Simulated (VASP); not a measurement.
# Ge9 in VASP: single point with PBE

Aim: the single point of Ge9 with PBE.

Program: VASP 6.6.1. These are calculated values, not measurements. Logs are shortened: lines on timing, memory, paths and dates and some standing lists are left out, and cuts for length are marked.

### 1 The cell of the first run

The cell holds a cluster in a box, 9 atoms: a = 12.800 Å, b = 14.600 Å, c = 14.900 Å, α = 90.00°, β = 90.00°, γ = 90.00°.

### 2 Single point, PBE, collinear spin

INCAR

```
SYSTEM = Ge
PREC     = Accurate       ! precision mode
ENCUT    = 410            ! plane-wave cutoff, eV
EDIFF    = 1E-6           ! SCF threshold, eV
ISMEAR   = 0              ! smearing method
SIGMA    = 0.05           ! smearing width, eV
LREAL    = .FALSE.        ! projectors in reciprocal space
LASPH    = .TRUE.         ! aspherical terms in the spheres
NELM     = 200            ! most SCF steps
ALGO     = Normal         ! electronic algorithm
ISIF     = 2              ! what is computed and relaxed
LWAVE    = .FALSE.        ! write WAVECAR
LCHARG   = .TRUE.         ! write CHGCAR
ISPIN    = 2              ! spin polarisation
MAGMOM   = 0.4 0.4 0.4 0.4 0.4 0.4 0.4 0.4 0.4 ! initial moments
LORBIT   = 11             ! projections on sites
GGA      = PE             ! functional
LELF     = .TRUE.         ! ELF
LVHAR    = .TRUE.       
NBANDS   = 77             ! bands
GGA_COMPAT= .FALSE.
```

KPOINTS

```
regular mesh
0
G
  1 1 1
  0 0 0
```

POSCAR

```
Ge
1.0
   12.8000000000      0.0000000000      0.0000000000
    0.0000000000     14.6000000000      0.0000000000
    0.0000000000      0.0000000000     14.9000000000
Ge
9
Direct
    0.4336505648      0.2727132775      0.4956390537
    0.4685066748      0.7049190811      0.4811152735
    0.5055713958      0.5498999821      0.4214475814
    0.4338463618      0.4940380533      0.2775773030
    0.4642395931      0.4835783449      0.7001685133
    0.5035222478      0.4205416595      0.5495815907
    0.4105151116      0.6041102534      0.5994035007
    0.6210254006      0.5648106277      0.5638979448
    0.3795021052      0.3927917087      0.3957187214
```

Potentials or basis: VASP PAW PBE potentials, release 64 (Ge_d).

The run is started by

```
> cat potpaw_PBE.64/Ge_d/POTCAR > POTCAR
> mpirun -np 1 vasp_gam > vasp.out
```

OUTCAR:

```text
SYSTEM = Ge
   PREC = Accurate
   ENCUT = 410
   EDIFF = 1E-6
   ISMEAR = 0
   LREAL = .FALSE.
   LASPH = .TRUE.
   NELM = 200
   ISIF = 2
   ISPIN = 2
   LORBIT = 11
   GGA = PE

 ion  position               nearest neighbor table
   1  0.434  0.273  0.496-   9 2.40   6 2.47
   2  0.469  0.705  0.481-   7 2.41   3 2.48
   3  0.506  0.550  0.421-   4 2.47   2 2.48   8 2.60   6 2.69   9 2.83
   4  0.434  0.494  0.278-   9 2.40   3 2.47
   5  0.464  0.484  0.700-   7 2.41   6 2.48
   6  0.504  0.421  0.550-   1 2.47   5 2.48   8 2.60   3 2.69   9 2.82
   7  0.411  0.604  0.599-   2 2.41   5 2.41   8 2.81
   8  0.621  0.565  0.564-   3 2.60   6 2.60   7 2.81
   9  0.380  0.393  0.396-   4 2.40   1 2.40   6 2.82   3 2.83

  LATTYP: Found a simple orthorhombic cell.
 ALAT       =    12.8000000000
 B/A-ratio  =     1.1406250000
 C/A-ratio  =     1.1640625000

  Lattice vectors:

 A1 = (  12.8000000000,   0.0000000000,   0.0000000000)
 A2 = (   0.0000000000,  14.6000000000,   0.0000000000)
 A3 = (   0.0000000000,   0.0000000000,  14.9000000000)

Analysis of symmetry for initial positions (statically):
=====================================================================
 Subroutine PRICEL returns:
 Original cell was already a primitive cell.

 Routine SETGRP: Setting up the symmetry group for a
 simple orthorhombic supercell.

 Subroutine GETGRP returns: Found  1 space group operations
 (whereof  1 operations were pure point group operations)
 out of a pool of  8 trial point group operations.

The static configuration has the point symmetry C_1 .

Analysis of symmetry for dynamics (positions and initial velocities):
=====================================================================
 Subroutine PRICEL returns:
 Original cell was already a primitive cell.

 Routine SETGRP: Setting up the symmetry group for a
 simple orthorhombic supercell.

 Subroutine GETGRP returns: Found  1 space group operations
 (whereof  1 operations were pure point group operations)
 out of a pool of  8 trial point group operations.

The dynamic configuration has the point symmetry C_1 .

Analysis of structural, dynamic, and magnetic symmetry:
=====================================================================
 Subroutine PRICEL returns:
 Original cell was already a primitive cell.

 Routine SETGRP: Setting up the symmetry group for a
 simple orthorhombic supercell.

 Subroutine GETGRP returns: Found  1 space group operations
 (whereof  1 operations were pure point group operations)
 out of a pool of  8 trial point group operations.
[... 138 lines left out ...]
  free energy    TOTEN  =       -33.77274232 eV

  energy without entropy =      -33.77274232  energy(sigma->0) =      -33.77274232

 E-fermi :  -3.9212     XC(G=0):  -1.4342

 val. band max:       -4.1723438858   @ k =   0.0000   0.0000   0.0000
 cond. band min:      -3.2533698409   @ k =   0.0000   0.0000   0.0000
 fundamental gap:      0.9189740449
 Fermi energy:        -3.9212472234

 spin component 1

 k-point     1 :       0.0000    0.0000    0.0000
  band No.  band energies     occupation
      1     -28.3218      1.00000
      2     -28.3095      1.00000
      3     -28.3064      1.00000
      4     -28.2965      1.00000
      5     -28.2707      1.00000
      6     -28.2649      1.00000
[... 67 lines left out ...]
     74      -0.4911      0.00000
     75      -0.1853      0.00000
 Fermi energy:        -3.9212472234

 spin component 2

 k-point     1 :       0.0000    0.0000    0.0000
  band No.  band energies     occupation
      1     -28.3218      1.00000
      2     -28.3095      1.00000
      3     -28.3064      1.00000
      4     -28.2965      1.00000
      5     -28.2707      1.00000
      6     -28.2649      1.00000
[... 67 lines left out ...]
     74      -0.4911      0.00000
     75      -0.1854      0.00000
 [bands above 75 left out]

------------------------ aborting loop because EDIFF is reached ----------------------------------------

  FORCE on cell =-STRESS in cart. coord.  units (eV):
  Direction    XX          YY          ZZ          XY          YZ          ZX
  --------------------------------------------------------------------------------------
  -------------------------------------------------------------------------------------
  Total       -0.5137818     -0.4124579     -0.3266463      0.0174358     -0.0453851      0.0282272
  in kB       -0.2956244     -0.2373237     -0.1879487      0.0100323     -0.0261141      0.0162416
  external PRESSURE =      -0.2402989 kB  Pullay stress =       0.0000000 kB

 VOLUME and BASIS-vectors are now :
 -----------------------------------------------------------------------------
  energy-cutoff  :      410.00
  volume of cell :     2784.51
      direct lattice vectors                 reciprocal lattice vectors
    12.800000000  0.000000000  0.000000000     0.078125000  0.000000000  0.000000000
     0.000000000 14.600000000  0.000000000     0.000000000  0.068493151  0.000000000
     0.000000000  0.000000000 14.900000000     0.000000000  0.000000000  0.067114094

 POSITION                                       TOTAL-FORCE (eV/Angst)
 -----------------------------------------------------------------------------------
      5.55073      3.98161      7.38502         0.019710     -0.020480      0.005300
      5.99689     10.29182      7.16862         0.003176      0.019218      0.002749
      6.47131      8.02854      6.27957        -0.011309     -0.000682     -0.011352
      5.55323      7.21296      4.13590         0.017349      0.007410     -0.031075
      5.94227      7.06024     10.43251         0.001565      0.000106      0.022874
      6.44508      6.13991      8.18877        -0.009983     -0.004420      0.011804
      5.25459      8.82001      8.93111         0.011581     -0.006913     -0.007314
      7.94913      8.24624      8.40208        -0.002452      0.004657      0.006478
      4.85763      5.73476      5.89621        -0.029637      0.001105      0.000536
 -----------------------------------------------------------------------------------
    total drift:                                0.001375     -0.000898      0.000210

  FREE ENERGIE OF THE ION-ELECTRON SYSTEM (eV)
  ---------------------------------------------------
  free  energy   TOTEN  =       -33.7727423152 eV

  energy  without entropy=      -33.7727423152  energy(sigma->0) =      -33.77274232

 total charge

# of ion       s       p       d       tot
------------------------------------------
    1        1.286   0.912   9.998  12.195
    2        1.280   0.934  10.000  12.214
    3        1.168   1.146  10.020  12.333
    4        1.286   0.912   9.998  12.196
    5        1.280   0.934  10.000  12.214
    6        1.167   1.147  10.020  12.334
    7        1.225   1.067  10.001  12.293
    8        1.295   0.878   9.996  12.169
    9        1.211   1.092   9.996  12.299
--------------------------------------------------
tot         11.198   9.022  90.028 110.248

 magnetization (x)

# of ion       s       p       d       tot
------------------------------------------
    1        0.000  -0.000   0.000  -0.000
    2        0.000   0.000   0.000   0.000
    3       -0.000   0.000   0.000   0.000
    4       -0.000   0.000   0.000   0.000
    5        0.000   0.000   0.000   0.000
    6        0.000   0.000   0.000   0.000
    7        0.000   0.000   0.000   0.000
    8        0.000   0.000   0.000   0.000
    9        0.000   0.000   0.000   0.000
--------------------------------------------------
tot          0.000   0.000   0.000   0.000
```

OSZICAR:

```text
N       E                     dE             d eps       ncg     rms          rms(c)
DAV:   1     0.758599816445E+03    0.75860E+03   -0.57676E+04   420   0.128E+03
[... 22 lines left out ...]
DAV:  24    -0.337727146004E+02   -0.52207E-04   -0.36862E-06   243   0.805E-03    0.341E-04
DAV:  25    -0.337727282914E+02   -0.13691E-04   -0.79445E-07   235   0.496E-03    0.233E-04
DAV:  26    -0.337727359843E+02   -0.76929E-05   -0.26011E-07   222   0.374E-03    0.151E-04
DAV:  27    -0.337727391161E+02   -0.31318E-05   -0.65790E-08   201   0.274E-03    0.108E-04
DAV:  28    -0.337727405972E+02   -0.14811E-05   -0.40648E-08   211   0.217E-03    0.824E-05
DAV:  29    -0.337727416465E+02   -0.10492E-05   -0.33476E-08   196   0.178E-03    0.472E-05
DAV:  30    -0.337727423152E+02   -0.66872E-06   -0.19854E-08   206   0.111E-03
   1 F= -.33772742E+02 E0= -.33772742E+02  d E =-.314460E-12  mag=    -0.0000
```

Run time: 18 min. Hardware: 1 thread of AMD EPYC 7R13 (Zen 3), shared host; peak memory 1.9 GiB.

Results:

```yaml
Free_energy: -33.7727 eV
Largest_force: 0.036 eV/Å
Gap_between_the_frontier_levels: 0.92 eV
Net_moment: 0.00 μB per cell
Valence_electrons_inside_the_program's_atomic_spheres: Ge 12.20, 12.21, 12.33, 12.29, 12.17, 12.30 (each value once)
```

Forces on the atoms (eV/Å):
```
Ge   0.020 -0.020  0.005
Ge   0.003  0.019  0.003
Ge  -0.011 -0.001 -0.011
Ge   0.017  0.007 -0.031
Ge   0.002  0.000  0.023
Ge  -0.010 -0.004  0.012
Ge   0.012 -0.007 -0.007
Ge  -0.002  0.005  0.006
Ge  -0.030  0.001  0.001
```
